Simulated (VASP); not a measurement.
# CsPbCl3 (Pm-3m) in VASP: further runs

Aim: see how the results for CsPbCl3 move with the level of theory and the settings. Levels: r2SCAN+D3(BJ), r2SCAN+D4, r2SCAN, RPBE+D3(BJ). Tasks: single point.

Everything below comes from runs of VASP 6.6.1. Logs are shortened: lines on timing, memory, paths and dates and some standing lists are left out, and cuts for length are marked.

## (1) The cell of the first run

Symmetry: Pm-3m, No. 221, cubic system. The conventional cell has a = 5.641 Å, b = 5.641 Å, c = 5.641 Å, α = 90.00°, β = 90.00°, γ = 90.00°. Pb (site symmetry m-3m) has 6 Cl at 2.82 Å within 3.7 Å. Cs (site symmetry m-3m) has 12 Cl at 3.99 Å and 8 Pb at 4.89 Å within 5.2 Å. Within 3.7 Å of Cl (site symmetry 4/mmm) lie 2 Pb at 2.82 Å.

## (2) Single point, r2SCAN+D3(BJ)

Input file POSCAR:

```
CsPbCl3
1.0
    5.6407877071      0.0000000000      0.0000000000
    0.0000000000      5.6407877071      0.0000000000
    0.0000000000      0.0000000000      5.6407877071
Pb Cs Cl
1 1 3
Direct
    0.5000000000      0.5000000000      0.5000000000
    0.0000000000      0.0000000000      0.0000000000
    0.5000000000      0.0000000000      0.5000000000
    0.0000000000      0.5000000000      0.5000000000
    0.5000000000      0.5000000000      0.0000000000
```

Input file INCAR.step1:

```
PREC     = Accurate       # precision mode
ENCUT    = 520            # plane-wave cutoff, eV
ISMEAR   = -1             # smearing method
SIGMA    = 0.05           # smearing width, eV
LREAL    = False          # projectors in reciprocal space
LASPH    = True           # aspherical terms in the spheres
NELM     = 60             # most SCF steps
NBANDS   = 30             # bands
GGA      = PE             # functional
ALGO     = Normal         # electronic algorithm
EDIFF    = 1E-4           # SCF threshold, eV
LWAVE    = True           # write WAVECAR
LCHARG   = False          # write CHGCAR
```

Input file INCAR.step2:

```
PREC     = Accurate       # precision mode
ENCUT    = 520            # plane-wave cutoff, eV
EDIFF    = 1E-6           # SCF threshold, eV
ISMEAR   = -1             # smearing method
SIGMA    = 0.05           # smearing width, eV
LREAL    = False          # projectors in reciprocal space
LASPH    = True           # aspherical terms in the spheres
NELM     = 60             # most SCF steps
ALGO     = Normal         # electronic algorithm
ISIF     = 2              # what is computed and relaxed
LWAVE    = False          # write WAVECAR
LCHARG   = True           # write CHGCAR
METAGGA  = R2SCAN         # meta-GGA
LMIXTAU  = True         
IVDW     = 12             # dispersion correction
VDW_S6   = 1.0          
VDW_S8   = 0.78981345   
VDW_A1   = 0.49484001   
VDW_A2   = 5.73083694   
LELF     = True           # ELF
LVHAR    = True         
NBANDS   = 30             # bands
ISTART   = 1
```

Input file KPOINTS:

```
regular mesh
0
Gamma
  5 5 5
```

Potentials or basis: VASP PAW PBE potentials, release 64 (Pb_d, Cs_sv, Cl).

Launch:

```
$ cat potpaw_PBE.64/Pb_d/POTCAR potpaw_PBE.64/Cs_sv/POTCAR potpaw_PBE.64/Cl/POTCAR > POTCAR
$ cp INCAR.step1 INCAR
$ mpirun -np 1 vasp_std > vasp.out
$ cp INCAR.step2 INCAR
$ mpirun -np 1 vasp_std > vasp.out
```

OUTCAR:

```text
PREC = Accurate
   ENCUT = 520
   EDIFF = 1E-6
   ISMEAR = -1
   LREAL = False
   LASPH = True
   NELM = 60
   ISIF = 2
   METAGGA = R2SCAN
   IVDW = 12
   ISTART = 1
 IVDW          = 12

 ion  position               nearest neighbor table
   1  0.500  0.500  0.500-   3 2.82   4 2.82   5 2.82   5 2.82   3 2.82   4 2.82
   2  0.000  0.000  0.000-
   3  0.500  0.000  0.500-   1 2.82   1 2.82
   4  0.000  0.500  0.500-   1 2.82   1 2.82
   5  0.500  0.500  0.000-   1 2.82   1 2.82

  LATTYP: Found a simple cubic cell.
 ALAT       =     5.6407877071

  Lattice vectors:

 A1 = (   5.6407877071,   0.0000000000,   0.0000000000)
 A2 = (   0.0000000000,   5.6407877071,   0.0000000000)
 A3 = (   0.0000000000,   0.0000000000,   5.6407877071)

Analysis of symmetry for initial positions (statically):
=====================================================================
 Subroutine PRICEL returns:
 Original cell was already a primitive cell.

 Routine SETGRP: Setting up the symmetry group for a
 simple cubic supercell.

 Subroutine GETGRP returns: Found 48 space group operations
 (whereof 48 operations were pure point group operations)
 out of a pool of 48 trial point group operations.

The static configuration has the point symmetry O_h .

Analysis of symmetry for dynamics (positions and initial velocities):
=====================================================================
 Subroutine PRICEL returns:
 Original cell was already a primitive cell.

 Routine SETGRP: Setting up the symmetry group for a
 simple cubic supercell.

 Subroutine GETGRP returns: Found 48 space group operations
 (whereof 48 operations were pure point group operations)
 out of a pool of 48 trial point group operations.

The dynamic configuration has the point symmetry O_h .

 Subroutine INISYM returns: Found 48 space group operations
 (whereof 48 operations are pure point group operations),
 and found     1 'primitive' translations

----------------------------------------------------------------------------------------

                                     Primitive cell

  volume of cell :     179.4813

  direct lattice vectors                    reciprocal lattice vectors
[... 75 lines left out ...]
   LASPH  =      T    aspherical Exc in radial PAW
   ENCUT  =  520.0 eV  38.22 Ry    6.18 a.u.  10.49 10.49 10.49*2*pi/ulx,y,z
   NELM   =     60;   NELMIN=  2; NELMDL=  0     # of ELM steps
   EDIFF  = 0.1E-05   stopping-criterion for ELM
   LREAL  =      F    real-space projection
   EDIFFG = 0.1E-04   stopping-criterion for IOM
   NSW    =      0    number of steps for IOM
   IBRION =     -1    ionic relax: 0-MD 1-quasi-New 2-CG
   NFREE  =      0    steps in history (QN), initial steepest desc. (CG)
   ISIF   =      2    stress and relaxation
   ISYM   =      2    0-nonsym 1-usesym 2-fastsym
   POTIM  = 0.5000    time-step for ionic-motion
   TEBEG  =    0.0;   TEEND  =   0.0 temperature during run
   PSTRESS=    0.0 pullay stress
   NELECT =      44.0000    total number of electrons
   NUPDOWN=      -1.0000    fix difference up-down
   EMIN   =  10.00;   EMAX   =-10.00  energy-range for DOS
   EFERMI =   0.00;   METHOD = LEGACY
   ISMEAR =    -1;   SIGMA  =   0.05  broadening in eV -4-tet -1-fermi 0-gaus
   EFERMI_NEDOS =   21; number of points for ismear=-14 and -15
   IALGO  =     38    algorithm
   IMIX   =      4    mixing-type and parameters
     AMIX     =   0.40;   BMIX     =  1.00
     AMIX_MAG =   1.60;   BMIX_MAG =  1.00
  volume/ion in A,a.u.               =      35.90       242.24
  Fermi-wavevector in a.u.,A,eV,Ry     =   1.024596  1.936206 14.283353  1.049797
  Thomas-Fermi vector in A             =   2.158391
   LORBIT       =      0    0 simple, 1 ext, 2 COOP (PROOUT), +10 PAW based schemes
   METAGGA = R2SCAN    functional components
   LHFCALC =     F    Hartree Fock is set to
   AEXX    =    0.0000 exact exchange contribution
   IVDW    =    12    specifies the selected vdW correction
   LEPSILON=     F    determine dielectric tensor
   LRPA    =     F    only Hartree local field effects (RPA)
 non-spin polarized calculation
  energy-cutoff  :      520.00
  volume of cell :      179.48
 maximum number of plane-waves:      4945
 NGX is ok and might be reduce to    42
   NGX = 21   NGY = 21   NGZ = 21

 number of electron      44.0000016 magnetization

 Free energy of the ion-electron system (eV)
  ---------------------------------------------------
  ext. energy  EPLUGINS =         0.00000000
  ---------------------------------------------------
  free energy    TOTEN  =      -108.18861810 eV

  energy without entropy =     -108.18861810  energy(sigma->0) =     -108.18861810

 E-fermi :   1.8636     XC(G=0):  -8.1666

 val. band max:        0.7820999652   @ k =   0.4000   0.4000   0.4000
 cond. band min:       4.1461305202   @ k =   0.4000   0.4000   0.4000
 fundamental gap:      3.3640305550
 Fermi energy:         1.8635801909

 k-point     1 :       0.0000    0.0000    0.0000
  band No.  band energies     occupation
      1     -20.5721      2.00000
      2     -15.9796      2.00000
      3     -15.9796      2.00000
      4     -15.7252      2.00000
      5     -15.7252      2.00000
      6     -15.7252      2.00000
[... 319 lines left out ...]
     29       7.6297      0.00000
     30       8.4884      0.00000

------------------------ aborting loop because EDIFF is reached ----------------------------------------

 Edisp (eV)   -0.45482

 E8    (eV) :    -0.1617

  FORCE on cell =-STRESS in cart. coord.  units (eV):
  Direction    XX          YY          ZZ          XY          YZ          ZX
  --------------------------------------------------------------------------------------
  -------------------------------------------------------------------------------------
  Total      -0.02872    -0.02872    -0.02872    -0.00000    -0.00000     0.00000
  in kB      -0.25635    -0.25635    -0.25635    -0.00000    -0.00000     0.00000
  external pressure =       -0.26 kB  Pullay stress =        0.00 kB

 VOLUME and BASIS-vectors are now :
 -----------------------------------------------------------------------------
  energy-cutoff  :      520.00
  volume of cell :      179.48
      direct lattice vectors                 reciprocal lattice vectors
     5.640787707  0.000000000  0.000000000     0.177280205  0.000000000  0.000000000
     0.000000000  5.640787707  0.000000000     0.000000000  0.177280205  0.000000000
     0.000000000  0.000000000  5.640787707     0.000000000  0.000000000  0.177280205

 POSITION                                       TOTAL-FORCE (eV/Angst)
 -----------------------------------------------------------------------------------
      2.82039      2.82039      2.82039         0.000000      0.000000      0.000000
      0.00000      0.00000      0.00000         0.000000      0.000000      0.000000
      2.82039      0.00000      2.82039         0.000000      0.000000      0.000000
      0.00000      2.82039      2.82039         0.000000      0.000000      0.000000
      2.82039      2.82039      0.00000         0.000000      0.000000      0.000000
 -----------------------------------------------------------------------------------
    total drift:                                0.000000     -0.000000     -0.000000

  FREE ENERGIE OF THE ION-ELECTRON SYSTEM (eV)
  ---------------------------------------------------
  free  energy   TOTEN  =      -108.6434383344 eV

  energy  without entropy=     -108.6434383343  energy(sigma->0) =     -108.64343833
```

OUTCAR.step1:

```text
PREC = Accurate
   ENCUT = 520
   ISMEAR = -1
   LREAL = False
   LASPH = True
   NELM = 60
[... 544 lines left out ...]
      2.82039      0.00000      2.82039         0.000000      0.000000      0.000000
      0.00000      2.82039      2.82039         0.000000      0.000000      0.000000
      2.82039      2.82039      0.00000         0.000000      0.000000      0.000000
 -----------------------------------------------------------------------------------
    total drift:                                0.000000     -0.000000     -0.000000

  FREE ENERGIE OF THE ION-ELECTRON SYSTEM (eV)
  ---------------------------------------------------
  free  energy   TOTEN  =       -17.5386246533 eV

  energy  without entropy=      -17.5386246532  energy(sigma->0) =      -17.53862465
```

Run time: 92 s. Hardware: 1 thread of Intel Xeon 6975P-C (Granite Rapids), shared host; peak memory 0.31 GiB.

What came out:

| Quantity | Value |
| --- | --- |
| Free energy | -108.6434 eV |
| Pressure | 0.0 GPa |
| Band gap on the k mesh | 3.36 eV, direct |
| Dispersion energy per atom | -0.091 eV |

Caveat: the PAW data sets were made with another functional, which shifts forces and pressure a little; spin-orbit coupling is left out, which moves the levels of the heavy elements. r2SCAN opens gaps a little over a GGA but as a rule still falls short of measured ones.

## (3) Single point, r2SCAN+D3(BJ)

This run uses another cell than the first one, of 36.00 Å³/atom, 1.003 times its volume.

POSCAR: that of step 2 with these lines changed.

```diff
@@ -2,5 +2,5 @@
 1.0
-    5.6407877071      0.0000000000      0.0000000000
-    0.0000000000      5.6407877071      0.0000000000
-    0.0000000000      0.0000000000      5.6407877071
+    5.6459576522      0.0000000000      0.0000000000
+    0.0000000000      5.6459576522      0.0000000000
+    0.0000000000      0.0000000000      5.6459576522
 Pb Cs Cl
```

Input file INCAR.step1:

```
SYSTEM = CsPbCl3
ALGO = Normal
EDIFF = 1E-4
ENCUT = 520
GGA = PE
ISMEAR = -1
LASPH = .TRUE.
LCHARG = .FALSE.
LREAL = .FALSE.
LWAVE = .TRUE.
NBANDS = 30
NELM = 60
PREC = Accurate
SIGMA = 0.05
```

Input file INCAR.step2:

```
SYSTEM = CsPbCl3
ALGO = Normal
EDIFF = 1E-6
ENCUT = 520
ISIF = 2
ISMEAR = -1
ISTART = 1
IVDW = 12
LASPH = .TRUE.
LCHARG = .TRUE.
LELF = .TRUE.
LMIXTAU = .TRUE.
LREAL = .FALSE.
LVHAR = .TRUE.
LWAVE = .FALSE.
METAGGA = R2SCAN
NBANDS = 30
NELM = 60
PREC = Accurate
SIGMA = 0.05
VDW_A1 = 0.49484001
VDW_A2 = 5.73083694
VDW_S6 = 1.0
VDW_S8 = 0.78981345
```

Input file KPOINTS:

```
k-points
0
G
  5 5 5
  0 0 0
```

Potentials or basis: VASP PAW PBE potentials, release 64 (Pb_d, Cs_sv, Cl).

Launch:

```
$ cat potpaw_PBE.64/Pb_d/POTCAR potpaw_PBE.64/Cs_sv/POTCAR potpaw_PBE.64/Cl/POTCAR > POTCAR
$ cp INCAR.step1 INCAR
$ mpirun -np 1 vasp_std > vasp.out
$ cp INCAR.step2 INCAR
$ mpirun -np 1 vasp_std > vasp.out
```

Run time: 91 s. Hardware: 1 thread of Intel Xeon 6975P-C (Granite Rapids), shared host; peak memory 0.31 GiB.

It converged, with:

| Quantity | Value |
| --- | --- |
| Free energy | -108.6434 eV |
| Pressure | -0.1 GPa |
| Band gap on the k mesh | 3.37 eV, direct |
| Dispersion energy per atom | -0.091 eV |

Levels at points of the mesh, in eV from the valence-band top:
| k point | band 18 | band 19 | band 20 | band 21 | band 22 | band 23 | band 24 | band 25 | band 26 | band 27 |
| --- | --- | --- | --- | --- | --- | --- | --- | --- | --- | --- |
| (0.00, 0.00, 0.00) | -2.11 | -2.11 | -2.01 | -2.01 | -2.01 | 4.48 | 5.34 | 5.34 | 6.34 | 6.34 |

Caveat: three body term missing; the PAW data sets were made with another functional, which shifts forces and pressure a little; spin-orbit coupling is left out, which moves the levels of the heavy elements.

[end of part 1 of 2]
